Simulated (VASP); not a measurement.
# SiNi3 (Pm-3m) in VASP: notebook, part 2 of 2

VASP 6.6.1. The steps go on from the part before.

## (3) Electric field gradients, PBE, collinear spin, ferromagnetic start

Input file INCAR:

```
SYSTEM = SiNi3
PREC = Accurate
ENCUT = 520
EDIFF = 1E-8
ISMEAR = -1
SIGMA = 0.05
LREAL = .FALSE.
LASPH = .TRUE.
NELM = 150
ALGO = Normal
ISIF = 2
LWAVE = .FALSE.
LCHARG = .FALSE.
ISPIN = 2
MAGMOM = 0 1.5 1.5 1.5
LORBIT = 11
LMAXMIX = 4
GGA = PE
LEFG = .TRUE.
NBANDS = 29
```

Input file KPOINTS:

```
regular mesh
0
G
  12 12 12
  0 0 0
```

Input file POSCAR:

```
SiNi3
1.0
    3.5511000000      0.0000000000      0.0000000000
    0.0000000000      3.5511000000      0.0000000000
    0.0000000000      0.0000000000      3.5511000000
Si Ni
1 3
Direct
    0.0000000000      0.0000000000      0.0000000000
    0.0000000000      0.5000000000      0.5000000000
    0.5000000000      0.0000000000      0.5000000000
    0.5000000000      0.5000000000      0.0000000000
```

Potentials or basis: VASP PAW PBE potentials, release 64 (Si, Ni).

On the command line:

```bash
$ cat potpaw_PBE.64/Si/POTCAR potpaw_PBE.64/Ni/POTCAR > POTCAR
$ mpirun -np 1 vasp_std > vasp.out
```

OUTCAR:

```text
SYSTEM = SiNi3
   PREC = Accurate
   ENCUT = 520
   EDIFF = 1E-8
   ISMEAR = -1
   LREAL = .FALSE.
   LASPH = .TRUE.
   NELM = 150
   ISIF = 2
   ISPIN = 2
   LORBIT = 11
   GGA = PE

 ion  position               nearest neighbor table
   1  0.000  0.000  0.000-   2 2.51   3 2.51   4 2.51   2 2.51   3 2.51   2 2.51   4 2.51   2 2.51
                             3 2.51   4 2.51   3 2.51   4 2.51
   2  0.000  0.500  0.500-   1 2.51   3 2.51   4 2.51   1 2.51   4 2.51   1 2.51   3 2.51   1 2.51
                             3 2.51   4 2.51   4 2.51   3 2.51
   3  0.500  0.000  0.500-   1 2.51   2 2.51   4 2.51   1 2.51   4 2.51   2 2.51   4 2.51   4 2.51
                             1 2.51   2 2.51   1 2.51   2 2.51
   4  0.500  0.500  0.000-   1 2.51   2 2.51   3 2.51   2 2.51   3 2.51   1 2.51   3 2.51   3 2.51
                             1 2.51   2 2.51   2 2.51   1 2.51

  LATTYP: Found a simple cubic cell.
 ALAT       =     3.5511000000

  Lattice vectors:

 A1 = (   3.5511000000,   0.0000000000,   0.0000000000)
 A2 = (   0.0000000000,   3.5511000000,   0.0000000000)
 A3 = (   0.0000000000,   0.0000000000,   3.5511000000)

Analysis of symmetry for initial positions (statically):
=====================================================================
 Subroutine PRICEL returns:
 Original cell was already a primitive cell.

 Routine SETGRP: Setting up the symmetry group for a
 simple cubic supercell.

 Subroutine GETGRP returns: Found 48 space group operations
 (whereof 48 operations were pure point group operations)
 out of a pool of 48 trial point group operations.

The static configuration has the point symmetry O_h .

Analysis of symmetry for dynamics (positions and initial velocities):
=====================================================================
 Subroutine PRICEL returns:
 Original cell was already a primitive cell.

[... 1741 lines left out ...]
     3.551100000  0.000000000  0.000000000     0.281602884  0.000000000  0.000000000
     0.000000000  3.551100000  0.000000000     0.000000000  0.281602884  0.000000000
     0.000000000  0.000000000  3.551100000     0.000000000  0.000000000  0.281602884

 POSITION                                       TOTAL-FORCE (eV/Angst)
 -----------------------------------------------------------------------------------
      0.00000      0.00000      0.00000         0.000000      0.000000      0.000000
      0.00000      1.77555      1.77555         0.000000      0.000000      0.000000
      1.77555      0.00000      1.77555         0.000000      0.000000      0.000000
      1.77555      1.77555      0.00000         0.000000      0.000000      0.000000
 -----------------------------------------------------------------------------------
    total drift:                                0.000000      0.000000      0.000000

  FREE ENERGIE OF THE ION-ELECTRON SYSTEM (eV)
  ---------------------------------------------------
  free  energy   TOTEN  =       -23.6496626684 eV

  energy  without entropy=      -23.6323728016  energy(sigma->0) =      -23.64101773

 Electric field gradients (V/A^2)
---------------------------------------------------------------------
 ion       V_xx      V_yy      V_zz      V_xy      V_xz      V_yz
---------------------------------------------------------------------
   1      -0.000    -0.000    -0.000     0.000     0.000     0.000
   2     -39.621    19.811    19.811     0.000     0.000     0.000
   3      19.811   -39.621    19.811    -0.000     0.000    -0.000
   4      19.811    19.811   -39.621     0.000    -0.000    -0.000
---------------------------------------------------------------------

 Electric field gradients after diagonalization (V/A^2)
 (convention: |V_zz| > |V_xx| > |V_yy|)
----------------------------------------------------------------------
 ion       V_xx      V_yy      V_zz     asymmetry (V_yy - V_xx)/ V_zz
----------------------------------------------------------------------
   1      -0.000    -0.000    -0.000      -0.064
   2      19.811    19.811   -39.621       0.000
   3      19.811    19.811   -39.621       0.000
   4      19.811    19.811   -39.621       0.000
----------------------------------------------------------------------

           NMR quadrupolar parameters

 Cq : quadrupolar parameter    Cq=e*Q*V_zz/h
 eta: asymmetry parameters     (V_yy - V_xx)/ V_zz
 Q  : nuclear electric quadrupole moment in mb (millibarn)
----------------------------------------------------------------------
 ion       Cq(MHz)       eta       Q (mb)
----------------------------------------------------------------------
   1      -0.000      -0.064       1.000
   2      -0.096       0.000       1.000
   3      -0.096       0.000       1.000
   4      -0.096       0.000       1.000
----------------------------------------------------------------------

 total charge

# of ion       s       p       d       tot
------------------------------------------
    1        0.730   0.800   0.000   1.530
    2        0.468   0.531   8.391   9.389
    3        0.468   0.531   8.391   9.389
    4        0.468   0.531   8.391   9.389
--------------------------------------------------
tot          2.133   2.393  25.172  29.698

 magnetization (x)

# of ion       s       p       d       tot
------------------------------------------
    1       -0.000  -0.000   0.000  -0.000
    2       -0.000   0.000   0.000   0.000
    3       -0.000   0.000   0.000   0.000
    4       -0.000   0.000   0.000   0.000
--------------------------------------------------
tot         -0.000  -0.000   0.000   0.000
```

Wall time 3.6 min (1 thread of Intel Xeon Platinum 8375C at 2.90GHz (Ice Lake), shared host); peak memory 0.28 GiB.

Results:

- Free energy: -23.6497 eV
- Pressure: -7.3 GPa
- Band gap on the k mesh: zero (filled and empty bands overlap)
- Net moment: 0.00 μB per cell
- Valence electrons inside the program's atomic spheres: Si 1.53; Ni 9.39

Electric field gradients, principal values (V/Å²):
| atom | least | middle | greatest (by size) |
| --- | --- | --- | --- |
| 1 Si | 0.000 | 0.000 | 0.000 |
| 2 Ni | 19.811 | 19.811 | -39.621 |
| 3 Ni | 19.811 | 19.811 | -39.621 |
| 4 Ni | 19.811 | 19.811 | -39.621 |

Caveat: the starting moments collapsed, and a magnetic state may lie lower; without QUAD_EFG the Cq values of the log hold for a quadrupole moment of 1 mb, not for the nuclei.
